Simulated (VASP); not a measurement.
## Ga: relaxation of cell and atoms with PBEsol

The system is Ga.

```
CELL_PARAMETERS angstrom
1.38300 -4.02650 0.00000
1.38300 4.02650 0.00000
-0.11745 0.00000 3.32993
ATOMIC_POSITIONS crystal
Ga 0.86900 0.13100 0.25000
Ga 0.13100 0.86900 0.75000
```

```yaml
Program: VASP 6.6.1
Task: relaxation of cell and atoms
Functional: PBEsol
Potentials_or_basis: VASP PAW PBE potentials, release 64 (Ga_d)
Cutoff: 600 eV
k_mesh: 12 × 12 × 10
Occupations: fermi-dirac, width 0.1 eV
Spin: no spin polarisation
Dipole_correction: no
Further_INCAR_settings: ALGO = Normal; EDIFF = 1e-07; IBRION = 2; EDIFFG = -0.01; NSW = 80; ISIF = 3
```

* Relaxed volume: 17.93 Å³/atom
* Relaxed cell: a = 4.350 Å, b = 4.350 Å, c = 3.203 Å, α = 90.02°, β = 90.02°, γ = 143.75°
* Space group after relaxing (to 0.1 Å): Cmcm (No. 63)
* Energy gained by relaxing: 7.4 meV/atom
* Ionic steps: 24
* Pressure after relaxing: 0.0 GPa
* Largest force after relaxing: 0.009 eV/Å
* Band gap on the k mesh: zero (bands 13 and 14 overlap by 9.05 eV)

Forces on the atoms (eV/Å):
```
Ga   0.000  0.009  0.000
Ga   0.000 -0.009  0.000
```

Stress tensor (GPa, compression positive):
```
 0.03  0.00  0.02
 0.00 -0.05  0.00
 0.02  0.00 -0.06
```

Step by step:
| step | energy change (eV) | largest force (eV/Å) | pressure (GPa) | volume (Å³) |
| --- | --- | --- | --- | --- |
| 1 | 0.0000 | 0.1753 | -1.68 | 37.09 |
| 2 | -0.0099 | 0.0893 | -0.22 | 36.05 |
| 3 | -0.0104 | 0.0651 | 0.20 | 35.80 |
| 4 | -0.0104 | 0.0623 | 0.28 | 35.77 |
| 5 | -0.0110 | 0.0199 | 0.09 | 35.86 |
| 6 | -0.0111 | 0.0070 | -0.09 | 35.92 |
| 7 | -0.0111 | 0.0042 | -0.04 | 35.92 |
| 8 | -0.0113 | 0.0074 | 0.02 | 35.91 |
| 9 | -0.0116 | 0.0179 | 0.10 | 35.87 |
| 10 | -0.0116 | 0.0402 | 0.09 | 35.80 |
| 11 | -0.0118 | 0.0277 | 0.00 | 35.84 |
| 12 | -0.0119 | 0.0278 | 0.07 | 35.83 |
| 13 | -0.0123 | 0.0284 | 0.14 | 35.81 |
| 14 | -0.0130 | 0.0266 | 0.16 | 35.77 |
| 15 | -0.0127 | 0.0156 | 0.33 | 35.66 |
| 16 | -0.0132 | 0.0222 | 0.24 | 35.72 |
| 17 | -0.0135 | 0.0197 | 0.13 | 35.77 |
| 18 | -0.0137 | 0.0168 | 0.01 | 35.82 |
| 19 | -0.0136 | 0.0107 | -0.12 | 35.93 |
| 20 | -0.0138 | 0.0153 | -0.03 | 35.85 |
| 21 | -0.0140 | 0.0128 | 0.00 | 35.84 |
| 22 | -0.0144 | 0.0051 | 0.09 | 35.81 |
| 23 | -0.0148 | 0.0101 | 0.13 | 35.75 |
| 24 | -0.0148 | 0.0085 | -0.03 | 35.85 |

Final structure:
```
Ga
1.0
     1.35333   -4.13455    0.02356
     1.35333    4.13455    0.02356
    -0.06016    0.00000    3.20271
Ga
2
Direct
  0.86791 0.13209 0.25000
  0.13209 0.86791 0.75000
```

Levels at points of the mesh, in eV from the Fermi level:
```tsv
k point	band 10	band 11	band 12	band 13	band 14	band 15	band 16	band 17
(0.00, 0.00, 0.00)	-14.62	-11.53	-2.73	-2.28	2.35	6.11	10.05	10.41
(0.50, 0.00, 0.00)	-14.61	-6.05	-5.21	-1.69	-0.27	6.19	6.97	8.93
(0.50, 0.50, 0.00)	-14.66	-9.59	-8.91	4.50	5.27	6.34	6.38	8.08
(0.00, 0.00, 0.50)	-14.68	-7.78	-7.78	1.30	1.30	1.88	1.88	12.46
(0.50, 0.00, 0.50)	-14.61	-2.57	-2.56	-1.52	-1.51	1.95	1.97	4.43
(0.50, 0.50, 0.50)	-14.75	-6.10	-6.10	-4.55	-4.55	10.87	10.87	11.77
```

Wall time 30 min on 1 thread of Intel(R) Xeon(R) 6975P-C (Granite Rapids) (shared host), peak memory 0.45 GiB.

Caveat: the PAW data sets were made with another functional, which shifts forces and pressure a little.
